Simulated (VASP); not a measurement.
Set up this calculation in VASP 6.6.1, as the native input.

- Task: single point
- Functional: PBE
- Potentials or basis: VASP PAW PBE potentials, release 64 (Ca_sv, Se)
- Cutoff: 500 eV
- k mesh: 8 × 8 × 8
- Occupations: fermi-dirac, width 0.02 eV
- Spin: no spin polarisation
- Dipole correction: no
- Further INCAR settings: ALGO = Normal; EDIFF = 1e-06; NBANDS = 15

The structure of CaSe lies in POSCAR:

```
CaSe
1.0
    0.0625160730      3.0300511847      3.0300511847
    3.0300511847      0.0625160730      3.0300511847
    3.0300511847      3.0300511847      0.0625160730
Ca Se
1 1
Direct
    0.0000000000      0.0000000000      0.0000000000
    0.5000000000      0.5000000000      0.5000000000
```

This cell differs from its parent crystal: strain along [111] +3.2%.

These files were run (other wordings do the same):

INCAR

```
PREC = Accurate
ENCUT = 500
EDIFF = 1E-6
ISMEAR = -1
SIGMA = 0.02
LREAL = F
LASPH = T
NELM = 120
ALGO = Normal
ISIF = 2
LWAVE = F
LCHARG = T
GGA = PE
LELF = T
LVHAR = T
NBANDS = 15
GGA_COMPAT = F
```

KPOINTS

```
regular mesh
0
Gamma
  8 8 8
```

Potentials or basis: VASP PAW PBE potentials, release 64 (Ca_sv, Se).

Command:

```sh
$ cat potpaw_PBE.64/Ca_sv/POTCAR potpaw_PBE.64/Se/POTCAR > POTCAR
$ mpirun -np 1 vasp_std > vasp.out
```

It gave:

The pressure is -0.8 GPa. The band gap on the k mesh is 2.05 eV (least direct gap 2.93 eV).

Caveat: the cell differs from its parent crystal (strain along [111] +3.2%).

Wall time 43 s on 1 thread of AMD EPYC 7R43 64-Core Processor (Zen 3), with other jobs on the host, peak memory 0.17 GiB.
